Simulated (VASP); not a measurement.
Set up this calculation in VASP 6.6.1, as the native input.

```
Task                   : single point
Functional             : LDA
Potentials or basis    : VASP PAW LDA potentials, release 64 (Ge_d)
Cutoff                 : 520 eV
k mesh                 : 14 × 14 × 14
Occupations            : gaussian, width 0.15 eV
Spin                   : no spin polarisation
Dipole correction      : no
Further INCAR settings : ALGO = Normal; EDIFF = 1e-06; NBANDS = 21
```

The structure of Ge lies in POSCAR:

```
Ge
1.0
    0.0000000000      2.7779676512      2.8762020514
    2.7779676512      0.0000000000      2.8762020514
    2.7779676512      2.7779676512      0.0000000000
Ge
2
Direct
    0.5087522293      0.4912477707      0.4912477707
    0.7412477707      0.7587522293      0.7587522293
```

This cell differs from its parent crystal: atoms displaced along a vibrational mode, the cell strained.

The input as run:

INCAR

```
SYSTEM = Ge
PREC     = Accurate       ! precision mode
ENCUT    = 520            ! plane-wave cutoff, eV
EDIFF    = 1E-6           ! SCF threshold, eV
ISMEAR   = 0              ! smearing method
SIGMA    = 0.15           ! smearing width, eV
LREAL    = .FALSE.        ! projectors in reciprocal space
LASPH    = .TRUE.         ! aspherical terms in the spheres
NELM     = 80             ! most SCF steps
ALGO     = Normal         ! electronic algorithm
ISIF     = 2              ! what is computed and relaxed
LWAVE    = .FALSE.        ! write WAVECAR
LCHARG   = .FALSE.        ! write CHGCAR
GGA      = CA             ! functional
NBANDS   = 21             ! bands
```

KPOINTS

```
Automatic mesh
0
G
  14 14 14
  0 0 0
```

Potentials or basis: VASP PAW LDA potentials, release 64 (Ge_d).

Run with:

```bash
$ cat potpaw_LDA.64/Ge_d/POTCAR > POTCAR
$ mpirun -np 1 vasp_std > vasp.out
```

It gave:

```yaml
Pressure: 0.6 GPa
Largest_force: 1.081 eV/Å
Band_gap_on_the_k_mesh: zero (bands 14 and 15 overlap by 0.31 eV)
```

Caveat: the cell differs from its parent crystal (atoms displaced along a vibrational mode, the cell strained); semilocal functionals underestimate gaps, and a narrow one can read as zero; forces of over 1 eV/Å act on the atoms, so gaps and moduli don't describe the material at rest.

Wall time 14 min on 1 thread of Intel Xeon 8259CL, on a shared host, peak memory 0.59 GiB.
